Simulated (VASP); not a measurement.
# Si2Ni: single point with PBE

The system is Si2Ni.

```
CELL_PARAMETERS angstrom
0.00000 2.70300 2.70300
2.70300 0.00000 2.70300
2.70300 2.70300 0.00000
ATOMIC_POSITIONS crystal
Ni 0.00000 0.00000 0.00000
Si 0.75000 0.75000 0.75000
Si 0.25000 0.25000 0.25000
```

```json
{
 "Program": "VASP 6.6.1",
 "Task": "single point",
 "Functional": "PBE",
 "Potentials or basis": "VASP PAW PBE potentials, release 64 (Ni, Si)",
 "Cutoff": "520 eV",
 "k mesh": "9 × 9 × 9",
 "Occupations": "fermi-dirac, width 0.05 eV",
 "Spin": "collinear spin, ferromagnetic start",
 "Starting moments": "[0.49, 0.0, 0.0] μB",
 "Dipole correction": "no",
 "Further INCAR settings": "ALGO = Normal; EDIFF = 1e-06; NBANDS = 20"
}
```

The pressure is 3.7 GPa, the band gap on the k mesh is zero (filled and empty bands overlap) and the net moment is 0.00 μB per cell. The valence electrons inside the program's atomic spheres are Ni 9.81; Si 1.59.

Levels at points of the mesh, in eV from the Fermi level:
Spin up:
```csv
k point,band 5,band 6,band 7,band 8,band 9,band 10,band 11,band 12,band 13,band 14
"(0.00, 0.00, 0.00)",-3.53,-3.53,-0.32,1.68,1.68,1.68,2.26,2.26,2.26,4.71
```
Spin down:
| k point | band 5 | band 6 | band 7 | band 8 | band 9 | band 10 | band 11 | band 12 | band 13 | band 14 |
| --- | --- | --- | --- | --- | --- | --- | --- | --- | --- | --- |
| (0.00, 0.00, 0.00) | -3.53 | -3.53 | -0.32 | 1.68 | 1.68 | 1.68 | 2.26 | 2.26 | 2.26 | 4.71 |

Run time: 24 s on 1 thread of Intel(R) Xeon(R) 6975P-C (Granite Rapids), with other jobs on the host, peak memory 0.19 GiB.
